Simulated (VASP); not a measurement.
# Ru (Fm-3m) in VASP: notebook

Ru is run at these levels: PBE; tasks: single point.

Everything below comes from runs of VASP 6.6.1. Logs are shortened: lines on timing, memory, paths and dates and some standing lists are left out, and cuts for length are marked.

### Step 1. The cell of the first run

The structure is cubic, space group Fm-3m (No. 225). Conventional cell: a = 3.763 Å, b = 3.763 Å, c = 3.763 Å, α = 90.00°, β = 90.00°, γ = 90.00°. Ru (site symmetry m-3m) has 12 Ru at 2.66 Å within 3.5 Å.

### Step 2. Single point, PBE

Contents of INCAR:

```
  PREC = Accurate
  ENCUT = 520
  EDIFF = 1E-6
  ISMEAR = 0
  SIGMA = 0.15
  LREAL = F
  LASPH = T
  NELM = 80
  ALGO = Normal
  ISIF = 2
  LWAVE = F
  LCHARG = T
  GGA = PE
  LELF = T
  LVHAR = T
  NBANDS = 13
```

Contents of KPOINTS:

```
regular mesh
0
Gamma
  20 20 20
```

Contents of POSCAR:

```
Ru
1.0
    0.0000000000      1.8812704888      1.8812704888
    1.8812704888      0.0000000000      1.8812704888
    1.8812704888      1.8812704888      0.0000000000
Ru
1
Direct
    0.0000000000      0.0000000000      0.0000000000
```

Potentials or basis: VASP PAW PBE potentials, release 64 (Ru_pv).

The run is started by

```bash
> cat potpaw_PBE.64/Ru_pv/POTCAR > POTCAR
> mpirun -np 1 vasp_std > vasp.out
```

OUTCAR:

```text
PREC = Accurate
   ENCUT = 520
   EDIFF = 1E-6
   ISMEAR = 0
   LREAL = F
   LASPH = T
   NELM = 80
   ISIF = 2
   GGA = PE

 ion  position               nearest neighbor table
   1  0.000  0.000  0.000-

  LATTYP: Found a face centered cubic cell.
 ALAT       =     3.7625409776

  Lattice vectors:

 A1 = (   0.0000000000,   1.8812704888,   1.8812704888)
 A2 = (   1.8812704888,   0.0000000000,   1.8812704888)
 A3 = (   1.8812704888,   1.8812704888,   0.0000000000)

Analysis of symmetry for initial positions (statically):
=====================================================================
 Subroutine PRICEL returns:
 Original cell was already a primitive cell.

 Routine SETGRP: Setting up the symmetry group for a
 face centered cubic supercell.

 Subroutine GETGRP returns: Found 48 space group operations
 (whereof 48 operations were pure point group operations)
 out of a pool of 48 trial point group operations.

The static configuration has the point symmetry O_h .

Analysis of symmetry for dynamics (positions and initial velocities):
=====================================================================
 Subroutine PRICEL returns:
 Original cell was already a primitive cell.

 Routine SETGRP: Setting up the symmetry group for a
 face centered cubic supercell.

 Subroutine GETGRP returns: Found 48 space group operations
 (whereof 48 operations were pure point group operations)
 out of a pool of 48 trial point group operations.

The dynamic configuration has the point symmetry O_h .

 Subroutine INISYM returns: Found 48 space group operations
 (whereof 48 operations are pure point group operations),
 and found     1 'primitive' translations

----------------------------------------------------------------------------------------

                                     Primitive cell

  volume of cell :      13.3163

  direct lattice vectors                    reciprocal lattice vectors
     0.000000000  1.881270489  1.881270489    -0.265777836  0.265777836  0.265777836
     1.881270489  0.000000000  1.881270489     0.265777836 -0.265777836  0.265777836
     1.881270489  1.881270489  0.000000000     0.265777836  0.265777836 -0.265777836

  length of vectors
     2.660518240  2.660518240  2.660518240     0.460340716  0.460340716  0.460340716

  position of ions in fractional coordinates (direct lattice)
     0.000000000  0.000000000  0.000000000

  ion indices of the primitive-cell ions
   primitive index   ion index
                 1           1

----------------------------------------------------------------------------------------

 KPOINTS: regular mesh

Automatic generation of k-mesh.
 Grid dimensions read from file:
 generate k-points for:   20   20   20

 Generating k-lattice:

  Cartesian coordinates                     Fractional coordinates (reciprocal lattice)
    -0.013288892  0.013288892  0.013288892     0.050000000  0.000000000  0.000000000
     0.013288892 -0.013288892  0.013288892     0.000000000  0.050000000  0.000000000
     0.013288892  0.013288892 -0.013288892     0.000000000  0.000000000  0.050000000

  Length of vectors
     0.023017036  0.023017036  0.023017036

  Shift w.r.t. Gamma in fractional coordinates (k-lattice)
     0.000000000  0.000000000  0.000000000

 Subroutine IBZKPT returns following result:
 ===========================================

 Found    256 irreducible k-points:

 Following reciprocal coordinates:
            Coordinates               Weight
  0.000000  0.000000  0.000000      1.000000
  0.050000  0.000000  0.000000      8.000000
  0.100000  0.000000  0.000000      8.000000
  0.150000  0.000000  0.000000      8.000000
  0.200000  0.000000  0.000000      8.000000
  0.250000  0.000000  0.000000      8.000000
[... 16 lines left out ...]
 -0.400000  0.050000  0.000000     24.000000
 -0.350000  0.050000  0.000000     24.000000
 [... further k-points ...]
   k-points           NKPTS =    256   k-points in BZ     NKDIM =    256   number of bands    NBANDS=     13
   number of dos      NEDOS =    301   number of ions     NIONS =      1
   total plane-waves  NPLWV =   8000
   dimension x,y,z NGX =    20 NGY =   20 NGZ =   20
   dimension x,y,z NGXF=    40 NGYF=   40 NGZF=   40
   ions per type =               1
   NGX,Y,Z   is equivalent  to a cutoff of  12.50, 12.50, 12.50 a.u.
   NGXF,Y,Z  is equivalent  to a cutoff of  24.99, 24.99, 24.99 a.u.
 SYSTEM =  unknown system
   PREC   = accura    normal or accurate (medium, high low for compatibility)
   ISTART =      0    job   : 0-new  1-cont  2-samecut
   ICHARG =      2    charge: 1-file 2-atom 10-const
   ISPIN  =      1    spin polarized calculation?
   LNONCOLLINEAR =      F non collinear calculations
   LSORBIT =      F    spin-orbit coupling
   LASPH  =      T    aspherical Exc in radial PAW
   ENCUT  =  520.0 eV  38.22 Ry    6.18 a.u.   4.95  4.95  4.95*2*pi/ulx,y,z
   NELM   =     80;   NELMIN=  2; NELMDL= -5     # of ELM steps
   EDIFF  = 0.1E-05   stopping-criterion for ELM
   LREAL  =      F    real-space projection
   EDIFFG = 0.1E-04   stopping-criterion for IOM
   NSW    =      0    number of steps for IOM
   IBRION =     -1    ionic relax: 0-MD 1-quasi-New 2-CG
   NFREE  =      0    steps in history (QN), initial steepest desc. (CG)
   ISIF   =      2    stress and relaxation
   ISYM   =      2    0-nonsym 1-usesym 2-fastsym
   POTIM  = 0.5000    time-step for ionic-motion
   TEBEG  =    0.0;   TEEND  =   0.0 temperature during run
   PSTRESS=    0.0 pullay stress
   NELECT =      14.0000    total number of electrons
   NUPDOWN=      -1.0000    fix difference up-down
   EMIN   =  10.00;   EMAX   =-10.00  energy-range for DOS
   EFERMI =   0.00;   METHOD = LEGACY
   ISMEAR =     0;   SIGMA  =   0.15  broadening in eV -4-tet -1-fermi 0-gaus
   EFERMI_NEDOS =   21; number of points for ismear=-14 and -15
   IALGO  =     38    algorithm
   IMIX   =      4    mixing-type and parameters
     AMIX     =   0.40;   BMIX     =  1.00
     AMIX_MAG =   1.60;   BMIX_MAG =  1.00
  volume/ion in A,a.u.               =      13.32        89.86
  Fermi-wavevector in a.u.,A,eV,Ry     =   1.664650  3.145732 37.702555  2.771060
  Thomas-Fermi vector in A             =   2.751157
   LORBIT       =      0    0 simple, 1 ext, 2 COOP (PROOUT), +10 PAW based schemes
   GGA     = PE    functional components
   LHFCALC =     F    Hartree Fock is set to
   AEXX    =    0.0000 exact exchange contribution
   IVDW    =     0    specifies the selected vdW correction
   LEPSILON=     F    determine dielectric tensor
   LRPA    =     F    only Hartree local field effects (RPA)
 non-spin polarized calculation
 Gauss-broadening in eV      SIGMA  =   0.15
  energy-cutoff  :      520.00
  volume of cell :       13.32
 maximum number of plane-waves:       369
   NGX =  9   NGY =  9   NGZ =  9

 number of electron      14.0000006 magnetization

 Free energy of the ion-electron system (eV)
  ---------------------------------------------------
  ext. energy  EPLUGINS =         0.00000000
  ---------------------------------------------------
  free energy    TOTEN  =        -9.10489268 eV

  energy without entropy =       -9.09081091  energy(sigma->0) =       -9.09785180

 E-fermi :  13.1204     XC(G=0): -14.2392

 val. band max:       13.1142222512   @ k =  -0.4000   0.5000   0.1000
 cond. band min:      13.1213880263   @ k =   0.4500   0.3500   0.0000
 fundamental gap:      0.0071657750
 Fermi energy:        13.1204322176

 k-point     1 :       0.0000    0.0000    0.0000
  band No.  band energies     occupation
      1     -29.3180      2.00000
      2     -29.3180      2.00000
      3     -29.3180      2.00000
      4       5.0922      2.00000
      5      10.4550      2.00000
      6      10.4550      2.00000
      7      10.4550      2.00000
      8      12.9805      1.81278
      9      12.9805      1.81278
     10      23.6294      0.00000
     11      28.1512      0.00000
     12      34.0058      0.00000
     13      34.0058      0.00000

 k-point     2 :       0.0500    0.0000    0.0000
  band No.  band energies     occupation
      1     -29.3475      2.00000
      2     -29.3218      2.00000
      3     -29.3218      2.00000
      4       5.2019      2.00000
      5      10.3961      2.00000
      6      10.5019      2.00000
      7      10.5019      2.00000
      8      12.9495      1.89295
      9      12.9495      1.89295
     10      23.6294      0.00000
     11      28.3386      0.00000
     12      33.4569      0.00000
     13      34.1860      0.00000

 k-point     3 :       0.1000    0.0000    0.0000
  band No.  band energies     occupation
      1     -29.4323      2.00000
      2     -29.3329      2.00000
      3     -29.3329      2.00000
      4       5.5181      2.00000
      5      10.2433      2.00000
      6      10.6280      2.00000
      7      10.6280      2.00000
      8      12.8762      1.97872
      9      12.8762      1.97872
     10      23.6294      0.00000
     11      28.8618      0.00000
     12      32.2738      0.00000
     13      34.7143      0.00000

 k-point     4 :       0.1500    0.0000    0.0000
  band No.  band energies     occupation
      1     -29.5630      2.00000
      2     -29.3499      2.00000
      3     -29.3499      2.00000
      4       5.9950      2.00000
      5      10.0684      2.00000
      6      10.7845      2.00000
      7      10.7845      2.00000
      8      12.8228      1.99499
      9      12.8228      1.99499
     10      23.6294      0.00000
     11      29.5812      0.00000
     12      30.9738      0.00000
     13      35.5556      0.00000

 k-point     5 :       0.2000    0.0000    0.0000
  band No.  band energies     occupation
      1     -29.7254      2.00000
      2     -29.3713      2.00000
      3     -29.3713      2.00000
      4       6.5313      2.00000
      5       9.9994      2.00000
      6      10.8862      2.00000
      7      10.8862      2.00000
      8      12.8882      1.97145
      9      12.8882      1.97145
     10      23.6293      0.00000
     11      29.5473      0.00000
     12      30.4348      0.00000
     13      36.6546      0.00000
[... 257 lines left out ...]
 k-point    22 :      -0.4500    0.0500    0.0000
  band No.  band energies     occupation
      1     -30.4361      2.00000
      2     -29.4924      2.00000
      3     -29.4708      2.00000
      4       6.9905      2.00000
      5      10.2569      2.00000
      6      10.4059      2.00000
      7      13.3652      0.02103
      8      14.7671      0.00000
      9      15.6395      0.00000
     10      23.5680      0.00000
     11      23.6810      0.00000
     12      28.0159      0.00000
     13      34.2029      0.00000

 k-point    23 :      -0.4000    0.0500    0.0000
  band No.  band energies     occupation
      1     -30.3763      2.00000
      2     -29.4884      2.00000
      3     -29.4575      2.00000
      4       7.0566      2.00000
      5      10.3465      2.00000
      6      10.4692      2.00000
      7      12.8100      1.99657
      8      14.4156      0.00000
      9      15.2794      0.00000
     10      23.6263      0.00000
     11      24.4885      0.00000
     12      28.3873      0.00000
     13      34.5575      0.00000

 k-point    24 :      -0.3500    0.0500    0.0000
  band No.  band energies     occupation
      1     -30.2707      2.00000
      2     -29.4769      2.00000
      3     -29.4386      2.00000
      4       7.1529      2.00000
      5      10.4873      2.00000
      6      10.5899      2.00000
      7      11.9247      2.00000
      8      13.9321      0.00000
      9      14.7725      0.00000
     10      23.6284      0.00000
     11      25.6875      0.00000
     12      29.0803      0.00000
     13      35.3371      0.00000

 [... further k-points ...]

------------------------ aborting loop because EDIFF is reached ----------------------------------------

  FORCE on cell =-STRESS in cart. coord.  units (eV):
  Direction    XX          YY          ZZ          XY          YZ          ZX
  --------------------------------------------------------------------------------------
  -------------------------------------------------------------------------------------
  Total        1.0679490      1.0679490      1.0679490      0.0000000     -0.0000000     -0.0000000
  in kB      128.4923788    128.4923788    128.4923788      0.0000000     -0.0000000     -0.0000000
  external PRESSURE =     128.4923788 kB  Pullay stress =       0.0000000 kB

 VOLUME and BASIS-vectors are now :
 -----------------------------------------------------------------------------
  energy-cutoff  :      520.00
  volume of cell :       13.32
      direct lattice vectors                 reciprocal lattice vectors
     0.000000000  1.881270489  1.881270489    -0.265777836  0.265777836  0.265777836
     1.881270489  0.000000000  1.881270489     0.265777836 -0.265777836  0.265777836
     1.881270489  1.881270489  0.000000000     0.265777836  0.265777836 -0.265777836

 POSITION                                       TOTAL-FORCE (eV/Angst)
 -----------------------------------------------------------------------------------
      0.00000      0.00000      0.00000         0.000000     -0.000000     -0.000000
 -----------------------------------------------------------------------------------
    total drift:                               -0.000000     -0.000000     -0.000000

  FREE ENERGIE OF THE ION-ELECTRON SYSTEM (eV)
  ---------------------------------------------------
  free  energy   TOTEN  =        -9.1048926818 eV

  energy  without entropy=       -9.0908109104  energy(sigma->0) =       -9.09785180
```

It took 16 s on 1 thread of AMD EPYC 9R45 (Zen 5), shared host; peak memory 0.13 GiB.

Results:

- Free energy: -9.1049 eV
- Pressure: 12.8 GPa
- Band gap on the k mesh: zero (band 7 reaches 15.45 eV, above the bottom of band 8 at 11.72 eV)

### Step 3. Single point, PBE

This run uses another cell than the first one, of 13.83 Å³/atom, 1.038 times its volume.

Contents of INCAR:

```
SYSTEM = Ru
ALGO = Normal
EDIFF = 1E-6
ENCUT = 520
GGA = PE
ISIF = 2
ISMEAR = 0
LASPH = .True.
LCHARG = .False.
LREAL = .False.
LWAVE = .False.
NBANDS = 13
NELM = 100
PREC = Accurate
SIGMA = 0.15
```

Contents of KPOINTS:

```
k-points
0
Gamma
  20 20 20
  0 0 0
```

Contents of POSCAR:

```
Ru
1.0
    0.0000000000      1.9050840393      1.9050840393
    1.9050840393      0.0000000000      1.9050840393
    1.9050840393      1.9050840393      0.0000000000
Ru
1
Direct
    0.0000000000      0.0000000000      0.0000000000
```

Potentials or basis: VASP PAW PBE potentials, release 64 (Ru_pv).

The run is started by

```bash
> cat potpaw_PBE.64/Ru_pv/POTCAR > POTCAR
> mpirun -np 1 vasp_std > vasp.out
```

It took 15 s on 1 thread of AMD EPYC 9R45 (Zen 5), shared host; peak memory 0.13 GiB.

Results (log left out):

```yaml
Free_energy: -9.1253 eV
Pressure: 0.1 GPa
Band_gap_on_the_k_mesh: zero (band 7 reaches 14.62 eV, above the bottom of band 8 at 11.11 eV)
```

Levels at points of the mesh, in eV from the Fermi level:
| k point | band 5 | band 6 | band 7 | band 8 | band 9 | band 10 |
| --- | --- | --- | --- | --- | --- | --- |
| (0.00, 0.00, 0.00) | -2.52 | -2.52 | -2.52 | -0.14 | -0.14 | 10.55 |
| (0.50, 0.00, 0.00) | -2.64 | -2.64 | 1.01 | 1.68 | 1.68 | 9.86 |
| (0.50, 0.50, 0.00) | -5.76 | 1.64 | 2.18 | 2.18 | 3.60 | 10.55 |

### Step 4. Single point, PBE

This run uses another cell than the first one, of 14.35 Å³/atom, 1.078 times its volume.

Contents of INCAR:

```
PREC = Accurate
ENCUT = 520
EDIFF = 1E-6
ISMEAR = 0
SIGMA = 0.15
LREAL = False
LASPH = True
NELM = 80
ALGO = Normal
ISIF = 2
LWAVE = False
LCHARG = True
GGA = PE
LELF = True
LVHAR = True
NBANDS = 13
```

Contents of KPOINTS:

```
regular mesh
0
Gamma
  20 20 20
```

Contents of POSCAR:

```
Ru
1.0
    0.0000000000      1.9288975898      1.9288975898
    1.9288975898      0.0000000000      1.9288975898
    1.9288975898      1.9288975898      0.0000000000
Ru
1
Direct
    0.0000000000      0.0000000000      0.0000000000
```

The run is started by

```bash
> cat potpaw_PBE.64/Ru_pv/POTCAR > POTCAR
> mpirun -np 1 vasp_std > vasp.out
```

Run time: 16 s. Hardware: 1 thread of AMD EPYC 9R45 (Zen 5), shared host; peak memory 0.13 GiB.

It converged, with:

```
Free energy            : -9.1082 eV
Pressure               : -10.3 GPa
Band gap on the k mesh : zero (band 7 reaches 13.83 eV, above the bottom of band 8 at 10.53 eV)
```

Levels at points of the mesh, in eV from the Fermi level:
```
           k point  band 3  band 4  band 5  band 6  band 7  band 8  band 9  band 10  band 11  band 12
(0.00, 0.00, 0.00)  -42.43   -7.59   -2.38   -2.38   -2.38   -0.13   -0.13    10.60    15.08    20.52
(0.50, 0.00, 0.00)  -42.55   -5.67   -2.49   -2.49    0.99    1.58    1.58     9.40    10.60    14.66
(0.50, 0.50, 0.00)  -42.75   -5.91   -5.46    1.54    2.05    2.05    3.49    10.60    12.92    13.09
```

### Step 5. Single point, PBE

This run uses another cell than the first one, of 14.89 Å³/atom, 1.118 times its volume.

Contents of INCAR:

```
SYSTEM = Ru
ALGO = Normal
EDIFF = 1E-6
ENCUT = 520
GGA = PE
ISIF = 2
ISMEAR = 0
LASPH = .True.
LCHARG = .False.
LREAL = .False.
LWAVE = .False.
NBANDS = 13
NELM = 80
PREC = Accurate
SIGMA = 0.15
```

Contents of KPOINTS:

```
k-points
0
Gamma
  20 20 20
  0 0 0
```

Contents of POSCAR:

```
Ru
1.0
    0.0000000000      1.9527111403      1.9527111403
    1.9527111403      0.0000000000      1.9527111403
    1.9527111403      1.9527111403      0.0000000000
Ru
1
Direct
    0.0000000000      0.0000000000      0.0000000000
```

The run is started by

```bash
> cat potpaw_PBE.64/Ru_pv/POTCAR > POTCAR
> mpirun -np 1 vasp_std > vasp.out
```

Run time: 22 s. Hardware: 1 thread of AMD EPYC 9R45 (Zen 5), shared host; peak memory 0.14 GiB.

It converged, with:

```
Free energy            : -9.0590 eV
Pressure               : -18.9 GPa
Band gap on the k mesh : zero (band 7 reaches 13.08 eV, above the bottom of band 8 at 9.97 eV)
```

Levels at points of the mesh, in eV from the Fermi level:
```csv
k point,band 4,band 5,band 6,band 7,band 8,band 9,band 10,band 11
"(0.00, 0.00, 0.00)",-7.37,-2.25,-2.25,-2.25,-0.13,-0.13,10.65,15.08
"(0.50, 0.00, 0.00)",-5.41,-2.35,-2.35,0.98,1.48,1.48,8.97,10.65
"(0.50, 0.50, 0.00)",-5.60,-5.17,1.44,1.93,1.93,3.39,10.65,12.40
```

### Step 6. The runs side by side

```tsv
cell	gap on the mesh (eV)	pressure (GPa)
a = 2.661 Å, angles 60.0°, 1 atom	none	12.8
a = 2.694 Å, angles 60.0°, 1 atom	none	0.1
a = 2.728 Å, angles 60.0°, 1 atom	none	-10.3
a = 2.762 Å, angles 60.0°, 1 atom	none	-18.9
```

Alike in all rows: task single point; level PBE; potentials or basis VASP PAW PBE potentials, release 64 (Ru_pv); no spin polarisation; k mesh 20 × 20 × 20; cutoff (eV) 520; smearing gaussian 0.15 eV.

Total energies depend on the potentials used, so only differences within one code and one set of settings carry meaning.
